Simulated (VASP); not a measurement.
# SnTe: electric field gradients with LDA

Crystal: SnTe.

```
Sn Te
1.0
     0.00000    3.15650    3.21963
     3.15650    0.00000    3.21963
     3.15650    3.15650    0.00000
Sn Te
1 1
Direct
  0.00000 0.00000 0.00000
  0.50000 0.50000 0.50000
```

This cell differs from its parent crystal: zz strain of +2 %.

| Property | Result |
| --- | --- |
| Program | VASP 6.6.1 |
| Task | electric field gradients |
| Functional | LDA |
| Potentials or basis | VASP PAW LDA potentials, release 64 (Sn_d, Te) |
| Cutoff | 520 eV |
| k mesh | 11 × 11 × 11 |
| Occupations | fermi-dirac, width 0.08 eV |
| Spin | no spin polarisation |
| Dipole correction | no |
| Further INCAR settings | ALGO = Normal; EDIFF = 1e-08; NBANDS = 17 |

```
Pressure                                : -2.4 GPa
Band gap on the k mesh                  : 0.39 eV
Largest electric field gradient by atom : Sn +29.4; Te +6.8 V/Å²
```

Stress tensor (GPa, compression positive):
```
-1.71  0.00  0.00
 0.00 -1.71  0.00
 0.00  0.00 -3.87
```

Levels at points of the mesh, in eV from the valence-band top:
| k point | band 8 | band 9 | band 10 | band 11 | band 12 | band 13 |
| --- | --- | --- | --- | --- | --- | --- |
| (0.00, 0.00, 0.00) | -1.92 | -1.92 | -1.71 | 3.13 | 3.60 | 3.60 |

Electric field gradients, principal values (V/Å²):
| atom | least | middle | greatest (by size) |
| --- | --- | --- | --- |
| 1 Sn | -14.717 | -14.722 | 29.439 |
| 2 Te | -3.381 | -3.381 | 6.762 |

Run time: 2.6 min on 1 thread of Intel Xeon 8259CL (shared host), peak memory 0.27 GiB.

Caveat: the cell differs from its parent crystal (zz strain of +2 %); without QUAD_EFG the Cq values of the log hold for a quadrupole moment of 1 mb, not for the nuclei; spin-orbit coupling is left out, which moves the levels of the heavy elements; an odd mesh through Γ misses points on the zone boundary, where band edges can lie.
